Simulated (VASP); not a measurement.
# In (Im-3m) in VASP: notebook

Runs on In. Level: PBE. Tasks: density of states.

All numbers are computed with VASP 6.6.1; they aren't measurements. Logs are shortened: lines on timing, memory, paths and dates and some standing lists are left out, and cuts for length are marked.

## 1. The cell of the first run

The structure is cubic, space group Im-3m (No. 229). The conventional cell has a = 2.814 Å, b = 2.814 Å, c = 2.814 Å, α = 90.00°, β = 90.00°, γ = 90.00°. Within 3.2 Å of In (site symmetry m-3m) lie 14 In at 2.44 to 2.81 Å.

## 2. Density of states, PBE (volume scaled by 0.4)

POSCAR reads:

```
In
1.0
   -1.4068436755      1.4068436755      1.4068436755
    1.4068436755     -1.4068436755      1.4068436755
    1.4068436755      1.4068436755     -1.4068436755
In
1
Direct
    0.0000000000      0.0000000000      0.0000000000
```

INCAR.step1 reads:

```
  PREC = Accurate
  ENCUT = 520
  EDIFF = 1E-6
  ISMEAR = -1
  SIGMA = 0.1
  LREAL = F
  LASPH = T
  NELM = 100
  ALGO = Normal
  ISIF = 2
  LWAVE = F
  LCHARG = T
  GGA = PE
  NBANDS = 12
```

KPOINTS.step1 reads:

```
Automatic mesh
0
Gamma
  16 16 16
```

INCAR.step2 reads:

```
  PREC = Accurate
  ENCUT = 520
  EDIFF = 1E-6
  ISMEAR = -5
  SIGMA = 0.1
  LREAL = F
  LASPH = T
  NELM = 100
  ALGO = Normal
  ISIF = 2
  LWAVE = F
  LCHARG = F
  GGA = PE
  LORBIT = 10
  NEDOS = 2001
  ICHARG = 11
```

KPOINTS.step2 reads:

```
Automatic mesh
0
Gamma
  24 24 24
```

Potentials or basis: VASP PAW PBE potentials, release 64 (In_d).

Command:

```sh
cat potpaw_PBE.64/In_d/POTCAR > POTCAR
cp INCAR.step1 INCAR
cp KPOINTS.step1 KPOINTS
mpirun -np 1 vasp_std > vasp.out
cp INCAR.step2 INCAR
cp KPOINTS.step2 KPOINTS
mpirun -np 1 vasp_std > vasp.out
```

OUTCAR:

```text
PREC = Accurate
   ENCUT = 520
   EDIFF = 1E-6
   ISMEAR = -5
   LREAL = F
   LASPH = T
   NELM = 100
   ISIF = 2
   GGA = PE
   LORBIT = 10
   ICHARG = 11

 ion  position               nearest neighbor table
   1  0.000  0.000  0.000-

  LATTYP: Found a body centered cubic cell.
 ALAT       =     2.8136873510

  Lattice vectors:

 A1 = (  -1.4068436755,   1.4068436755,   1.4068436755)
 A2 = (   1.4068436755,  -1.4068436755,   1.4068436755)
 A3 = (   1.4068436755,   1.4068436755,  -1.4068436755)

Analysis of symmetry for initial positions (statically):
=====================================================================
 Subroutine PRICEL returns:
 Original cell was already a primitive cell.

 Routine SETGRP: Setting up the symmetry group for a
 body centered cubic supercell.

 Subroutine GETGRP returns: Found 48 space group operations
 (whereof 48 operations were pure point group operations)
 out of a pool of 48 trial point group operations.

The static configuration has the point symmetry O_h .

Analysis of symmetry for dynamics (positions and initial velocities):
=====================================================================
 Subroutine PRICEL returns:
 Original cell was already a primitive cell.

 Routine SETGRP: Setting up the symmetry group for a
 body centered cubic supercell.

 Subroutine GETGRP returns: Found 48 space group operations
 (whereof 48 operations were pure point group operations)
 out of a pool of 48 trial point group operations.

The dynamic configuration has the point symmetry O_h .

 Subroutine INISYM returns: Found 48 space group operations
 (whereof 48 operations are pure point group operations),
 and found     1 'primitive' translations

----------------------------------------------------------------------------------------

                                     Primitive cell

  volume of cell :      11.1378

  direct lattice vectors                    reciprocal lattice vectors
    -1.406843676  1.406843676  1.406843676     0.000000000  0.355405514  0.355405514
     1.406843676 -1.406843676  1.406843676     0.355405514  0.000000000  0.355405514
     1.406843676  1.406843676 -1.406843676     0.355405514  0.355405514  0.000000000

  length of vectors
     2.436724724  2.436724724  2.436724724     0.502619298  0.502619298  0.502619298

  position of ions in fractional coordinates (direct lattice)
     0.000000000  0.000000000  0.000000000

  ion indices of the primitive-cell ions
   primitive index   ion index
                 1           1

----------------------------------------------------------------------------------------

 KPOINTS: Automatic mesh

Automatic generation of k-mesh.
 Grid dimensions read from file:
 generate k-points for:   24   24   24

 Generating k-lattice:

  Cartesian coordinates                     Fractional coordinates (reciprocal lattice)
     0.000000000  0.014808563  0.014808563     0.041666667  0.000000000  0.000000000
     0.014808563  0.000000000  0.014808563     0.000000000  0.041666667  0.000000000
     0.014808563  0.014808563  0.000000000     0.000000000  0.000000000  0.041666667

  Length of vectors
     0.020942471  0.020942471  0.020942471

  Shift w.r.t. Gamma in fractional coordinates (k-lattice)
     0.000000000  0.000000000  0.000000000

 TETIRR: Found  16469 inequivalent tetrahedra from    82944

 Subroutine IBZKPT returns following result:
 ===========================================

 Found    413 irreducible k-points:

 Following reciprocal coordinates:
            Coordinates               Weight
  0.000000  0.000000  0.000000      1.000000
  0.041667  0.000000  0.000000     12.000000
  0.083333  0.000000  0.000000     12.000000
  0.125000  0.000000  0.000000     12.000000
  0.166667  0.000000  0.000000     12.000000
  0.208333  0.000000  0.000000     12.000000
[... 16 lines left out ...]
  0.416667  0.041667  0.000000     48.000000
  0.458333  0.041667  0.000000     48.000000
 [... further k-points ...]
   k-points           NKPTS =    413   k-points in BZ     NKDIM =    413   number of bands    NBANDS=     10
   number of dos      NEDOS =   2001   number of ions     NIONS =      1
   total plane-waves  NPLWV =   5832
   dimension x,y,z NGX =    18 NGY =   18 NGZ =   18
   dimension x,y,z NGXF=    36 NGYF=   36 NGZF=   36
   ions per type =               1
   NGX,Y,Z   is equivalent  to a cutoff of  12.28, 12.28, 12.28 a.u.
   NGXF,Y,Z  is equivalent  to a cutoff of  24.56, 24.56, 24.56 a.u.
 SYSTEM =  unknown system
   PREC   = accura    normal or accurate (medium, high low for compatibility)
   ISTART =      0    job   : 0-new  1-cont  2-samecut
   ICHARG =     11    charge: 1-file 2-atom 10-const
   ISPIN  =      1    spin polarized calculation?
   LNONCOLLINEAR =      F non collinear calculations
   LSORBIT =      F    spin-orbit coupling
   LASPH  =      T    aspherical Exc in radial PAW
   ENCUT  =  520.0 eV  38.22 Ry    6.18 a.u.   4.53  4.53  4.53*2*pi/ulx,y,z
   NELM   =    100;   NELMIN=  2; NELMDL=  0     # of ELM steps
   EDIFF  = 0.1E-05   stopping-criterion for ELM
   LREAL  =      F    real-space projection
   EDIFFG = 0.1E-04   stopping-criterion for IOM
   NSW    =      0    number of steps for IOM
   IBRION =     -1    ionic relax: 0-MD 1-quasi-New 2-CG
   NFREE  =      0    steps in history (QN), initial steepest desc. (CG)
   ISIF   =      2    stress and relaxation
   ISYM   =      2    0-nonsym 1-usesym 2-fastsym
   POTIM  = 0.5000    time-step for ionic-motion
   TEBEG  =    0.0;   TEEND  =   0.0 temperature during run
   PSTRESS=    0.0 pullay stress
   NELECT =      13.0000    total number of electrons
   NUPDOWN=      -1.0000    fix difference up-down
   EMIN   =  10.00;   EMAX   =-10.00  energy-range for DOS
   EFERMI =   0.00;   METHOD = LEGACY
   ISMEAR =    -5;   SIGMA  =   0.10  broadening in eV -4-tet -1-fermi 0-gaus
   EFERMI_NEDOS =   21; number of points for ismear=-14 and -15
   IALGO  =     38    algorithm
   IMIX   =      4    mixing-type and parameters
     AMIX     =   0.40;   BMIX     =  1.00
     AMIX_MAG =   1.60;   BMIX_MAG =  1.00
  volume/ion in A,a.u.               =      11.14        75.16
  Fermi-wavevector in a.u.,A,eV,Ry     =   1.723681  3.257284 40.423924  2.971075
  Thomas-Fermi vector in A             =   2.799512
   LORBIT       =     10    0 simple, 1 ext, 2 COOP (PROOUT), +10 PAW based schemes
   GGA     = PE    functional components
   LHFCALC =     F    Hartree Fock is set to
   AEXX    =    0.0000 exact exchange contribution
   IVDW    =     0    specifies the selected vdW correction
   LEPSILON=     F    determine dielectric tensor
   LRPA    =     F    only Hartree local field effects (RPA)
 non-spin polarized calculation
 Fermi weights with tetrahedron method with Bloechl corrections
  energy-cutoff  :      520.00
  volume of cell :       11.14
 maximum number of plane-waves:       321

 number of electron      12.9999998 magnetization

 Free energy of the ion-electron system (eV)
  ---------------------------------------------------
  ext. energy  EPLUGINS =         0.00000000
  ---------------------------------------------------
  free energy    TOTEN  =         4.36564045 eV

  energy without entropy =        4.36564045  energy(sigma->0) =        4.36564045

 E-fermi :  23.9635     XC(G=0): -15.0661

 val. band max:       24.0897284752   @ k =  -0.4167   0.5000   0.3333
 cond. band min:      23.3054488024   @ k =   0.2500   0.2500   0.2500
 fundamental gap:     -0.7842796728
 Fermi energy:        23.9635319879

 k-point     1 :       0.0000    0.0000    0.0000
  band No.  band energies     occupation
      1       4.5589      2.00000
      2       4.9374      2.00000
      3       4.9374      2.00000
      4       4.9374      2.00000
      5       6.7597      2.00000
      6       6.7597      2.00000
      7      36.5513      0.00000
      8      36.5513      0.00000
      9      36.5513      0.00000
     10      46.1744      0.00000

 k-point     2 :       0.0417    0.0000    0.0000
  band No.  band energies     occupation
      1       4.6338      2.00000
      2       4.9195      2.00000
      3       4.9463      2.00000
      4       4.9826      2.00000
      5       6.7394      2.00000
      6       6.7607      2.00000
      7      36.4324      0.00000
      8      36.5510      0.00000
      9      36.6197      0.00000
     10      45.2018      0.00000

 k-point     3 :       0.0833    0.0000    0.0000
  band No.  band energies     occupation
      1       4.7698      2.00000
      2       4.8673      2.00000
      3       5.0567      2.00000
      4       5.1162      2.00000
      5       6.6861      2.00000
      6       6.7638      2.00000
      7      36.0324      0.00000
      8      36.5130      0.00000
      9      36.8200      0.00000
     10      43.9655      0.00000

 k-point     4 :       0.1250    0.0000    0.0000
  band No.  band energies     occupation
      1       4.7666      2.00000
      2       4.7851      2.00000
      3       5.3327      2.00000
      4       5.4535      2.00000
      5       6.6215      2.00000
      6       6.7695      2.00000
      7      35.2444      0.00000
      8      36.3339      0.00000
      9      37.1372      0.00000
     10      43.1102      0.00000
[... 222 lines left out ...]
 k-point    22 :       0.3750    0.0417    0.0000
  band No.  band energies     occupation
      1       3.7350      2.00000
      2       4.0694      2.00000
      3       6.6163      2.00000
      4       6.8485      2.00000
      5       7.6305      2.00000
      6      12.3848      2.00000
      7      23.3135      1.78717
      8      31.9206      0.00000
      9      34.6316      0.00000
     10      40.0809      0.00000

 k-point    23 :       0.4167    0.0417    0.0000
  band No.  band energies     occupation
      1       3.6224      2.00000
      2       4.0100      2.00000
      3       6.6586      2.00000
      4       6.8575      2.00000
      5       7.8717      2.00000
      6      13.7007      2.00000
      7      21.5901      2.00489
      8      31.5633      0.00000
      9      34.0250      0.00000
     10      40.2956      0.00000

 k-point    24 :       0.4583    0.0417    0.0000
  band No.  band energies     occupation
      1       3.5639      2.00000
      2       3.9795      2.00000
      3       6.6825      2.00000
      4       6.8611      2.00000
      5       7.9998      2.00000
      6      14.6616      2.00000
      7      20.4232      2.00000
      8      31.3812      0.00000
      9      33.7119      0.00000
     10      40.4049      0.00000

 [... further k-points ...]

------------------------ aborting loop because EDIFF is reached ----------------------------------------

  FORCE on cell =-STRESS in cart. coord.  units (eV):
  Direction    XX          YY          ZZ          XY          YZ          ZX
  --------------------------------------------------------------------------------------
  -------------------------------------------------------------------------------------
  Total       22.9417050     22.9417050     22.9417050      0.0000000     -0.0000000      0.0000000
  in kB     3300.1885540   3300.1885540   3300.1885540      0.0000000     -0.0000000      0.0000000
  external PRESSURE =    3300.1885540 kB  Pullay stress =       0.0000000 kB

 VOLUME and BASIS-vectors are now :
 -----------------------------------------------------------------------------
  energy-cutoff  :      520.00
  volume of cell :       11.14
      direct lattice vectors                 reciprocal lattice vectors
    -1.406843676  1.406843676  1.406843676     0.000000000  0.355405514  0.355405514
     1.406843676 -1.406843676  1.406843676     0.355405514  0.000000000  0.355405514
     1.406843676  1.406843676 -1.406843676     0.355405514  0.355405514  0.000000000

 POSITION                                       TOTAL-FORCE (eV/Angst)
 -----------------------------------------------------------------------------------
      0.00000      0.00000      0.00000         0.000000      0.000000     -0.000000
 -----------------------------------------------------------------------------------
    total drift:                                0.000000     -0.000000      0.000000

  FREE ENERGIE OF THE ION-ELECTRON SYSTEM (eV)
  ---------------------------------------------------
  free  energy   TOTEN  =         4.3656404461 eV

  energy  without entropy=        4.3656404461  energy(sigma->0) =        4.36564045

 total charge

# of ion       s       p       d       tot
------------------------------------------
    1        1.165   1.532  10.220  12.917
```

It took 90 s on 1 thread of Intel Xeon 8259CL, shared host; peak memory 0.18 GiB.

Results:

```
Valence electrons inside the program's atomic spheres : In 12.92
```

Levels at points of the mesh, in eV from the Fermi level:
| k point | band 2 | band 3 | band 4 | band 5 | band 6 | band 7 | band 8 | band 9 | band 10 |
| --- | --- | --- | --- | --- | --- | --- | --- | --- | --- |
| (0.00, 0.00, 0.00) | -19.03 | -19.03 | -19.03 | -17.20 | -17.20 | 12.59 | 12.59 | 12.59 | 22.21 |
| (0.50, 0.00, 0.00) | -20.00 | -17.27 | -17.08 | -15.89 | -9.29 | -3.73 | 7.51 | 10.01 | 16.33 |
| (0.50, 0.50, 0.50) | -20.66 | -16.21 | -16.21 | -16.21 | -0.07 | -0.07 | -0.07 | 7.71 | 7.71 |

Caveat: spin-orbit coupling is left out, which moves the levels of the heavy elements; tetrahedron occupations give inexact forces and stress in metals.

## 3. Density of states, PBE (volume scaled by 0.4)

POSCAR is that of step 2.

INCAR.step1 reads:

```
SYSTEM = In
ALGO = Normal
EDIFF = 1E-6
ENCUT = 520
GGA = PE
ISIF = 2
ISMEAR = -1
LASPH = .TRUE.
LCHARG = .TRUE.
LREAL = .FALSE.
LWAVE = .FALSE.
NBANDS = 12
NELM = 80
PREC = Accurate
SIGMA = 0.1
```

KPOINTS.step1 reads:

```
k-points
0
G
  16 16 16
  0 0 0
```

INCAR.step2 reads:

```
SYSTEM = In
ALGO = Normal
EDIFF = 1E-6
ENCUT = 520
GGA = PE
ICHARG = 11
ISIF = 2
ISMEAR = -5
LASPH = .TRUE.
LCHARG = .FALSE.
LORBIT = 11
LREAL = .FALSE.
LWAVE = .FALSE.
NEDOS = 2001
NELM = 80
PREC = Accurate
SIGMA = 0.1
```

KPOINTS.step2 reads:

```
k-points
0
G
  24 24 24
  0 0 0
```

Potentials or basis: VASP PAW PBE potentials, release 64 (In_d).

Command:

```sh
cat potpaw_PBE.64/In_d/POTCAR > POTCAR
cp INCAR.step1 INCAR
cp KPOINTS.step1 KPOINTS
mpirun -np 1 vasp_std > vasp.out
cp INCAR.step2 INCAR
cp KPOINTS.step2 KPOINTS
mpirun -np 1 vasp_std > vasp.out
```

Wall time 94 s (1 thread of Intel Xeon 8259CL, shared host); peak memory 0.19 GiB.

The run converged. Its results:

| Item | Value |
| --- | --- |
| Valence electrons inside the program's atomic spheres | In 12.92 |

Levels at points of the mesh, in eV from the Fermi level:
```csv
k point,band 2,band 3,band 4,band 5,band 6,band 7,band 8,band 9,band 10
"(0.00, 0.00, 0.00)",-19.03,-19.03,-19.03,-17.20,-17.20,12.59,12.59,12.59,22.21
"(0.50, 0.00, 0.00)",-20.00,-17.27,-17.08,-15.89,-9.29,-3.73,7.51,10.01,16.33
"(0.50, 0.50, 0.50)",-20.66,-16.21,-16.21,-16.21,-0.07,-0.07,-0.07,7.71,7.71
```

Caveat: spin-orbit coupling is left out, which moves the levels of the heavy elements; tetrahedron occupations give inexact forces and stress in metals.

(Continued in part 2 of 2.)
